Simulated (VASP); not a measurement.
Write the native input for VASP 6.6.1 that does the following.

```
Task                   : single point
Functional             : PBEsol
Potentials or basis    : VASP PAW PBE potentials, release 64 (Al, Fe)
Cutoff                 : 520 eV
k mesh                 : 12 × 12 × 12
Occupations            : gaussian, width 0.1 eV
Spin                   : collinear spin, ferromagnetic start
Starting moments       : [0.0, 2.57, 2.0, 2.0] μB
Dipole correction      : no
Further INCAR settings : ALGO = Fast; EDIFF = 1e-06; NBANDS = 26
```

The structure of AlFe3 lies in POSCAR:

```
AlFe3
1.0
    0.0000000000      2.8863165122      2.8863165122
    2.8863165122      0.0000000000      2.8863165122
    2.8863165122      2.8863165122      0.0000000000
Al Fe
1 3
Direct
    0.0000000000      0.0000000000      0.0000000000
    0.5000000000      0.5000000000      0.5000000000
    0.2500000000      0.2500000000      0.2500000000
    0.7500000000      0.7500000000      0.7500000000
```

The input as run:

INCAR

```
PREC = Accurate
ENCUT = 520
EDIFF = 1E-6
ISMEAR = 0
SIGMA = 0.1
LREAL = False
LASPH = True
NELM = 150
ALGO = Fast
ISIF = 2
LWAVE = False
LCHARG = True
ISPIN = 2
MAGMOM = 0 2.57 2 2
LORBIT = 11
LMAXMIX = 4
GGA = PS
LELF = True
LVHAR = True
NBANDS = 26
```

KPOINTS

```
regular mesh
0
Gamma
  12 12 12
```

Potentials or basis: VASP PAW PBE potentials, release 64 (Al, Fe).

Run with:

```bash
$ cat potpaw_PBE.64/Al/POTCAR potpaw_PBE.64/Fe/POTCAR > POTCAR
$ mpirun -np 1 vasp_std > vasp.out
```

Results of the run:

```
Pressure                                              : -9.9 GPa
Net moment                                            : 6.00 μB per cell
Site moments                                          : Al -0.06; Fe +2.38, +1.89 (each value once) μB
Valence electrons inside the program's atomic spheres : Al 0.83; Fe 7.20, 7.27 (each value once)
```

Caveat: the cell stands under tension; the PAW data sets were made with another functional, which shifts forces and pressure a little.

It took 3 min on 1 thread of AMD EPYC 9R14 (Zen 4) (shared host), peak memory 0.25 GiB.
